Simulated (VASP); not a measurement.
# Pd (Fm-3m) in VASP: further runs

The runs below take Pd through single point, relaxation of cell and atoms, with LDA.

Everything below comes from runs of VASP 6.6.1. Logs are shortened: lines on timing, memory, paths and dates and some standing lists are left out, and cuts for length are marked.

## (1) The cell of the first run

The structure is cubic, space group Fm-3m (No. 225). The conventional cell has a = 3.836 Å, b = 3.836 Å, c = 3.836 Å, α = 90.00°, β = 90.00°, γ = 90.00°. Pd (site symmetry m-3m) has 12 Pd at 2.71 Å within 3.6 Å.

## (2) Single point, LDA

INCAR

```
  PREC = Accurate
  ENCUT = 520
  EDIFF = 1E-6
  ISMEAR = -1
  SIGMA = 0.1
  LREAL = False
  LASPH = True
  NELM = 100
  ALGO = Normal
  ISIF = 2
  LWAVE = False
  LCHARG = True
  GGA = CA
  LELF = True
  LVHAR = True
  NBANDS = 11
```

KPOINTS

```
regular mesh
0
Gamma
  24 24 24
```

POSCAR

```
Pd
1.0
    0.0000000000      1.9179787601      1.9179787601
    1.9179787601      0.0000000000      1.9179787601
    1.9179787601      1.9179787601      0.0000000000
Pd
1
Direct
    0.0000000000      0.0000000000      0.0000000000
```

Potentials or basis: VASP PAW LDA potentials, release 64 (Pd).

Command:

```console
cat potpaw_LDA.64/Pd/POTCAR > POTCAR
mpirun -np 1 vasp_std > vasp.out
```

OUTCAR:

```text
PREC = Accurate
   ENCUT = 520
   EDIFF = 1E-6
   ISMEAR = -1
   LREAL = False
   LASPH = True
   NELM = 100
   ISIF = 2
   GGA = CA

 ion  position               nearest neighbor table
   1  0.000  0.000  0.000-

  LATTYP: Found a face centered cubic cell.
 ALAT       =     3.8359575202

  Lattice vectors:

 A1 = (   0.0000000000,   1.9179787601,   1.9179787601)
 A2 = (   1.9179787601,   0.0000000000,   1.9179787601)
 A3 = (   1.9179787601,   1.9179787601,   0.0000000000)

Analysis of symmetry for initial positions (statically):
=====================================================================
 Subroutine PRICEL returns:
 Original cell was already a primitive cell.

 Routine SETGRP: Setting up the symmetry group for a
 face centered cubic supercell.

 Subroutine GETGRP returns: Found 48 space group operations
 (whereof 48 operations were pure point group operations)
 out of a pool of 48 trial point group operations.

The static configuration has the point symmetry O_h .

Analysis of symmetry for dynamics (positions and initial velocities):
=====================================================================
 Subroutine PRICEL returns:
 Original cell was already a primitive cell.

 Routine SETGRP: Setting up the symmetry group for a
 face centered cubic supercell.

 Subroutine GETGRP returns: Found 48 space group operations
 (whereof 48 operations were pure point group operations)
 out of a pool of 48 trial point group operations.

The dynamic configuration has the point symmetry O_h .

 Subroutine INISYM returns: Found 48 space group operations
 (whereof 48 operations are pure point group operations),
 and found     1 'primitive' translations

----------------------------------------------------------------------------------------

                                     Primitive cell

  volume of cell :      14.1111

  direct lattice vectors                    reciprocal lattice vectors
     0.000000000  1.917978760  1.917978760    -0.260691104  0.260691104  0.260691104
     1.917978760  0.000000000  1.917978760     0.260691104 -0.260691104  0.260691104
     1.917978760  1.917978760  0.000000000     0.260691104  0.260691104 -0.260691104

  length of vectors
     2.712431575  2.712431575  2.712431575     0.451530237  0.451530237  0.451530237

[... 79 lines left out ...]
   LREAL  =      F    real-space projection
   EDIFFG = 0.1E-04   stopping-criterion for IOM
   NSW    =      0    number of steps for IOM
   IBRION =     -1    ionic relax: 0-MD 1-quasi-New 2-CG
   NFREE  =      0    steps in history (QN), initial steepest desc. (CG)
   ISIF   =      2    stress and relaxation
   ISYM   =      2    0-nonsym 1-usesym 2-fastsym
   POTIM  = 0.5000    time-step for ionic-motion
   TEBEG  =    0.0;   TEEND  =   0.0 temperature during run
   PSTRESS=    0.0 pullay stress
   NELECT =      10.0000    total number of electrons
   NUPDOWN=      -1.0000    fix difference up-down
   EMIN   =  10.00;   EMAX   =-10.00  energy-range for DOS
   EFERMI =   0.00;   METHOD = LEGACY
   ISMEAR =    -1;   SIGMA  =   0.10  broadening in eV -4-tet -1-fermi 0-gaus
   EFERMI_NEDOS =   21; number of points for ismear=-14 and -15
   IALGO  =     38    algorithm
   IMIX   =      4    mixing-type and parameters
     AMIX     =   0.40;   BMIX     =  1.00
     AMIX_MAG =   1.60;   BMIX_MAG =  1.00
  volume/ion in A,a.u.               =      14.11        95.23
  Fermi-wavevector in a.u.,A,eV,Ry     =   1.459557  2.758163 28.984579  2.130306
  Thomas-Fermi vector in A             =   2.576110
   LORBIT       =      0    0 simple, 1 ext, 2 COOP (PROOUT), +10 PAW based schemes
   GGA     = CA    functional components
   LHFCALC =     F    Hartree Fock is set to
   AEXX    =    0.0000 exact exchange contribution
   IVDW    =     0    specifies the selected vdW correction
   LEPSILON=     F    determine dielectric tensor
   LRPA    =     F    only Hartree local field effects (RPA)
 non-spin polarized calculation
  energy-cutoff  :      520.00
  volume of cell :       14.11
 maximum number of plane-waves:       392
   NGX =  9   NGY =  9   NGZ =  9

 number of electron      10.0000005 magnetization

 Free energy of the ion-electron system (eV)
  ---------------------------------------------------
  ext. energy  EPLUGINS =         0.00000000
  ---------------------------------------------------
  free energy    TOTEN  =        -6.52809466 eV

  energy without entropy =       -6.46801309  energy(sigma->0) =       -6.49805387

 E-fermi :  10.4053     XC(G=0): -13.7894

 val. band max:       10.4039329665   @ k =  -0.2917   0.0833   0.0000
 cond. band min:      10.4066374473   @ k =  -0.4583   0.2917   0.0417
 fundamental gap:      0.0027044807
 Fermi energy:        10.4052705988

 k-point     1 :       0.0000    0.0000    0.0000
  band No.  band energies     occupation
      1       2.7836      2.00000
      2       7.2925      2.00000
      3       7.2925      2.00000
      4       7.2925      2.00000
      5       9.0583      2.00000
      6       9.0583      2.00000
      7      27.5096      0.00000
      8      32.4827      0.00000
      9      32.4827      0.00000
     10      32.4827      0.00000
     11      35.9836      0.00000
[... 309 lines left out ...]
 k-point    24 :       0.4583    0.0417    0.0000
  band No.  band energies     occupation
      1       4.7271      2.00000
      2       7.2311      2.00000
      3       7.3204      2.00000
      4       9.7299      1.99767
      5      10.3302      1.35865
      6      11.2333      0.00051
      7      18.6487      0.00000
      8      27.0697      0.00000
      9      31.5902      0.00000
     10      31.8835      0.00000
     11      36.0094      0.00000

 [... further k-points ...]

------------------------ aborting loop because EDIFF is reached ----------------------------------------

  FORCE on cell =-STRESS in cart. coord.  units (eV):
  Direction    XX          YY          ZZ          XY          YZ          ZX
  --------------------------------------------------------------------------------------
  -------------------------------------------------------------------------------------
  Total        0.1124842      0.1124842      0.1124842      0.0000000      0.0000000      0.0000000
  in kB       12.7714625     12.7714625     12.7714625      0.0000000      0.0000000      0.0000000
  external PRESSURE =      12.7714625 kB  Pullay stress =       0.0000000 kB

 VOLUME and BASIS-vectors are now :
 -----------------------------------------------------------------------------
  energy-cutoff  :      520.00
  volume of cell :       14.11
      direct lattice vectors                 reciprocal lattice vectors
     0.000000000  1.917978760  1.917978760    -0.260691104  0.260691104  0.260691104
     1.917978760  0.000000000  1.917978760     0.260691104 -0.260691104  0.260691104
     1.917978760  1.917978760  0.000000000     0.260691104  0.260691104 -0.260691104

 POSITION                                       TOTAL-FORCE (eV/Angst)
 -----------------------------------------------------------------------------------
      0.00000      0.00000      0.00000         0.000000      0.000000     -0.000000
 -----------------------------------------------------------------------------------
    total drift:                               -0.000000     -0.000000     -0.000000

  FREE ENERGIE OF THE ION-ELECTRON SYSTEM (eV)
  ---------------------------------------------------
  free  energy   TOTEN  =        -6.5280946583 eV

  energy  without entropy=       -6.4680130899  energy(sigma->0) =       -6.49805387
```

stdout:

```text
POSCAR found type information on POSCAR Pd
 POSCAR found :  1 types and       1 ions
 scaLAPACK will be used
 LDA part: xc-table for (Slater(with rela. corr.)+CA(PZ))
 , standard interpolation
 POSCAR, INCAR and KPOINTS ok, starting setup
 FFT: planning ... GRIDC
 FFT: planning ... GRID_SOFT
 FFT: planning ... GRID
 WAVECAR not read
 entering main loop
```

Run time: 25 s. Hardware: 1 thread of AMD EPYC 9R45 (Zen 5), shared host; peak memory 0.14 GiB.

Results:

```
Free energy            : -6.5281 eV
Pressure               : 1.3 GPa
Band gap on the k mesh : zero (band 5 reaches 10.70 eV, above the bottom of band 6 at 8.98 eV)
```

Levels at points of the mesh, in eV from the Fermi level:
```tsv
k point	band 1	band 2	band 3	band 4	band 5	band 6	band 7	band 8	band 9	band 10
(0.00, 0.00, 0.00)	-7.62	-3.11	-3.11	-3.11	-1.35	-1.35	17.10	22.08	22.08	22.08
(0.50, 0.00, 0.00)	-5.75	-3.16	-3.16	-0.05	-0.05	0.81	7.58	16.49	21.31	21.31
(0.50, 0.50, 0.00)	-5.85	-5.55	-0.07	0.29	0.29	3.21	11.16	13.27	13.27	22.14
```

## (3) Single point, LDA

This run uses another cell than the first one, of 14.05 Å³/atom, 0.996 times its volume.

INCAR

```
PREC = Accurate
ENCUT = 520
EDIFF = 1E-6
ISMEAR = -1
SIGMA = 0.1
LREAL = F
LASPH = T
NELM = 60
ALGO = Normal
ISIF = 2
LWAVE = F
LCHARG = F
NBANDS = 11
```

KPOINTS

```
Automatic mesh
0
Gamma
  24 24 24
```

POSCAR

```
Pd
1.0
    0.0000000000      1.9153003861      1.9153003861
    1.9153003861      0.0000000000      1.9153003861
    1.9153003861      1.9153003861      0.0000000000
Pd
1
Direct
    0.0000000000      0.0000000000      0.0000000000
```

Potentials or basis: VASP PAW LDA potentials, release 64 (Pd).

Command:

```console
cat potpaw_LDA.64/Pd/POTCAR > POTCAR
mpirun -np 1 vasp_std > vasp.out
```

OUTCAR:

```text
PREC = Accurate
   ENCUT = 520
   EDIFF = 1E-6
   ISMEAR = -1
   LREAL = F
   LASPH = T
   NELM = 60
   ISIF = 2

 ion  position               nearest neighbor table
   1  0.000  0.000  0.000-

  LATTYP: Found a face centered cubic cell.
 ALAT       =     3.8306007722

  Lattice vectors:

 A1 = (   0.0000000000,   1.9153003861,   1.9153003861)
 A2 = (   1.9153003861,   0.0000000000,   1.9153003861)
 A3 = (   1.9153003861,   1.9153003861,   0.0000000000)

Analysis of symmetry for initial positions (statically):
=====================================================================
 Subroutine PRICEL returns:
 Original cell was already a primitive cell.

 Routine SETGRP: Setting up the symmetry group for a
 face centered cubic supercell.

 Subroutine GETGRP returns: Found 48 space group operations
 (whereof 48 operations were pure point group operations)
 out of a pool of 48 trial point group operations.

The static configuration has the point symmetry O_h .

Analysis of symmetry for dynamics (positions and initial velocities):
=====================================================================
 Subroutine PRICEL returns:
 Original cell was already a primitive cell.

 Routine SETGRP: Setting up the symmetry group for a
 face centered cubic supercell.

 Subroutine GETGRP returns: Found 48 space group operations
 (whereof 48 operations were pure point group operations)
 out of a pool of 48 trial point group operations.

The dynamic configuration has the point symmetry O_h .

 Subroutine INISYM returns: Found 48 space group operations
 (whereof 48 operations are pure point group operations),
 and found     1 'primitive' translations

----------------------------------------------------------------------------------------

                                     Primitive cell

  volume of cell :      14.0521

  direct lattice vectors                    reciprocal lattice vectors
     0.000000000  1.915300386  1.915300386    -0.261055657  0.261055657  0.261055657
     1.915300386  0.000000000  1.915300386     0.261055657 -0.261055657  0.261055657
     1.915300386  1.915300386  0.000000000     0.261055657  0.261055657 -0.261055657

  length of vectors
     2.708643782  2.708643782  2.708643782     0.452161661  0.452161661  0.452161661

  position of ions in fractional coordinates (direct lattice)
     0.000000000  0.000000000  0.000000000

  ion indices of the primitive-cell ions
   primitive index   ion index
                 1           1

----------------------------------------------------------------------------------------

 KPOINTS: Automatic mesh

Automatic generation of k-mesh.
 Grid dimensions read from file:
 generate k-points for:   24   24   24

 Generating k-lattice:

  Cartesian coordinates                     Fractional coordinates (reciprocal lattice)
    -0.010877319  0.010877319  0.010877319     0.041666667  0.000000000  0.000000000
     0.010877319 -0.010877319  0.010877319     0.000000000  0.041666667  0.000000000
     0.010877319  0.010877319 -0.010877319     0.000000000  0.000000000  0.041666667

  Length of vectors
     0.018840069  0.018840069  0.018840069

  Shift w.r.t. Gamma in fractional coordinates (k-lattice)
     0.000000000  0.000000000  0.000000000

 Subroutine IBZKPT returns following result:
 ===========================================

 Found    413 irreducible k-points:

 Following reciprocal coordinates:
            Coordinates               Weight
  0.000000  0.000000  0.000000      1.000000
  0.041667  0.000000  0.000000      8.000000
  0.083333  0.000000  0.000000      8.000000
  0.125000  0.000000  0.000000      8.000000
  0.166667  0.000000  0.000000      8.000000
  0.208333  0.000000  0.000000      8.000000
[... 16 lines left out ...]
  0.416667  0.041667  0.000000     24.000000
  0.458333  0.041667  0.000000     24.000000
 [... further k-points ...]
   k-points           NKPTS =    413   k-points in BZ     NKDIM =    413   number of bands    NBANDS=     11
   number of dos      NEDOS =    301   number of ions     NIONS =      1
   total plane-waves  NPLWV =   8000
   dimension x,y,z NGX =    20 NGY =   20 NGZ =   20
   dimension x,y,z NGXF=    40 NGYF=   40 NGZF=   40
   ions per type =               1
   NGX,Y,Z   is equivalent  to a cutoff of  12.28, 12.28, 12.28 a.u.
   NGXF,Y,Z  is equivalent  to a cutoff of  24.55, 24.55, 24.55 a.u.
 SYSTEM =  unknown system
   PREC   = accura    normal or accurate (medium, high low for compatibility)
   ISTART =      0    job   : 0-new  1-cont  2-samecut
   ICHARG =      2    charge: 1-file 2-atom 10-const
   ISPIN  =      1    spin polarized calculation?
   LNONCOLLINEAR =      F non collinear calculations
   LSORBIT =      F    spin-orbit coupling
   LASPH  =      T    aspherical Exc in radial PAW
   ENCUT  =  520.0 eV  38.22 Ry    6.18 a.u.   5.04  5.04  5.04*2*pi/ulx,y,z
   NELM   =     60;   NELMIN=  2; NELMDL= -5     # of ELM steps
   EDIFF  = 0.1E-05   stopping-criterion for ELM
   LREAL  =      F    real-space projection
   EDIFFG = 0.1E-04   stopping-criterion for IOM
   NSW    =      0    number of steps for IOM
   IBRION =     -1    ionic relax: 0-MD 1-quasi-New 2-CG
   NFREE  =      0    steps in history (QN), initial steepest desc. (CG)
   ISIF   =      2    stress and relaxation
   ISYM   =      2    0-nonsym 1-usesym 2-fastsym
   POTIM  = 0.5000    time-step for ionic-motion
   TEBEG  =    0.0;   TEEND  =   0.0 temperature during run
   PSTRESS=    0.0 pullay stress
   NELECT =      10.0000    total number of electrons
   NUPDOWN=      -1.0000    fix difference up-down
   EMIN   =  10.00;   EMAX   =-10.00  energy-range for DOS
   EFERMI =   0.00;   METHOD = LEGACY
   ISMEAR =    -1;   SIGMA  =   0.10  broadening in eV -4-tet -1-fermi 0-gaus
   EFERMI_NEDOS =   21; number of points for ismear=-14 and -15
   IALGO  =     38    algorithm
   IMIX   =      4    mixing-type and parameters
     AMIX     =   0.40;   BMIX     =  1.00
     AMIX_MAG =   1.60;   BMIX_MAG =  1.00
  volume/ion in A,a.u.               =      14.05        94.83
  Fermi-wavevector in a.u.,A,eV,Ry     =   1.461598  2.762020 29.065700  2.136269
  Thomas-Fermi vector in A             =   2.577911
   LORBIT       =      0    0 simple, 1 ext, 2 COOP (PROOUT), +10 PAW based schemes
   GGA     = CA    functional components
   LHFCALC =     F    Hartree Fock is set to
   AEXX    =    0.0000 exact exchange contribution
   IVDW    =     0    specifies the selected vdW correction
   LEPSILON=     F    determine dielectric tensor
   LRPA    =     F    only Hartree local field effects (RPA)
 non-spin polarized calculation
  energy-cutoff  :      520.00
  volume of cell :       14.05
 maximum number of plane-waves:       391
   NGX =  9   NGY =  9   NGZ =  9

 number of electron      10.0000005 magnetization

 Free energy of the ion-electron system (eV)
  ---------------------------------------------------
  ext. energy  EPLUGINS =         0.00000000
  ---------------------------------------------------
  free energy    TOTEN  =        -6.52741073 eV

  energy without entropy =       -6.46759320  energy(sigma->0) =       -6.49750196

 E-fermi :  10.4814     XC(G=0): -13.8154

 val. band max:       10.4793442124   @ k =  -0.2917   0.0833   0.0000
 cond. band min:      10.4833530355   @ k =  -0.4583   0.2917   0.0417
 fundamental gap:      0.0040088231
 Fermi energy:        10.4813912148

 k-point     1 :       0.0000    0.0000    0.0000
  band No.  band energies     occupation
      1       2.8257      2.00000
      2       7.3478      2.00000
      3       7.3478      2.00000
      4       7.3478      2.00000
      5       9.1256      2.00000
      6       9.1256      2.00000
      7      27.5846      0.00000
      8      32.5824      0.00000
      9      32.5824      0.00000
     10      32.5824      0.00000
     11      36.0429      0.00000

 k-point     2 :       0.0417    0.0000    0.0000
  band No.  band energies     occupation
      1       2.8920      2.00000
      2       7.3222      2.00000
      3       7.3720      2.00000
      4       7.3720      2.00000
      5       9.1131      2.00000
      6       9.1131      2.00000
      7      27.6646      0.00000
      8      32.1390      0.00000
      9      32.6653      0.00000
     10      32.6653      0.00000
     11      36.0552      0.00000
[... 295 lines left out ...]
 k-point    24 :       0.4583    0.0417    0.0000
  band No.  band energies     occupation
      1       4.7684      2.00000
      2       7.2855      2.00000
      3       7.3754      2.00000
      4       9.7991      1.99783
      5      10.4064      1.35835
      6      11.3059      0.00053
      7      18.7599      0.00000
      8      27.1478      0.00000
      9      31.7085      0.00000
     10      32.0021      0.00000
     11      36.0684      0.00000

 [... further k-points ...]
[... 5 lines left out ...]
  --------------------------------------------------------------------------------------
  -------------------------------------------------------------------------------------
  Total        0.1980625      0.1980625      0.1980625      0.0000000      0.0000000     -0.0000000
  in kB       22.5825058     22.5825058     22.5825058      0.0000000      0.0000000     -0.0000000
  external PRESSURE =      22.5825058 kB  Pullay stress =       0.0000000 kB

 VOLUME and BASIS-vectors are now :
 -----------------------------------------------------------------------------
  energy-cutoff  :      520.00
  volume of cell :       14.05
      direct lattice vectors                 reciprocal lattice vectors
     0.000000000  1.915300386  1.915300386    -0.261055657  0.261055657  0.261055657
     1.915300386  0.000000000  1.915300386     0.261055657 -0.261055657  0.261055657
     1.915300386  1.915300386  0.000000000     0.261055657  0.261055657 -0.261055657

 POSITION                                       TOTAL-FORCE (eV/Angst)
 -----------------------------------------------------------------------------------
      0.00000      0.00000      0.00000        -0.000000      0.000000      0.000000
 -----------------------------------------------------------------------------------
    total drift:                               -0.000000     -0.000000     -0.000000

  FREE ENERGIE OF THE ION-ELECTRON SYSTEM (eV)
  ---------------------------------------------------
  free  energy   TOTEN  =        -6.5274107282 eV

  energy  without entropy=       -6.4675931980  energy(sigma->0) =       -6.49750196
```

stdout:

```text
POSCAR found type information on POSCAR Pd
 POSCAR found :  1 types and       1 ions
 scaLAPACK will be used
 LDA part: xc-table for (Slater(with rela. corr.)+CA(PZ))
 , standard interpolation
 POSCAR, INCAR and KPOINTS ok, starting setup
 FFT: planning ... GRIDC
 FFT: planning ... GRID_SOFT
 FFT: planning ... GRID
 WAVECAR not read
 entering main loop
```

Wall time 24 s (1 thread of AMD EPYC 9R45 (Zen 5), shared host); peak memory 0.14 GiB.

What came out:

```
Free energy            : -6.5274 eV
Pressure               : 2.3 GPa
Band gap on the k mesh : zero (band 5 reaches 10.78 eV, above the bottom of band 6 at 9.05 eV)
```

(Part 1 of 2 ends here.)
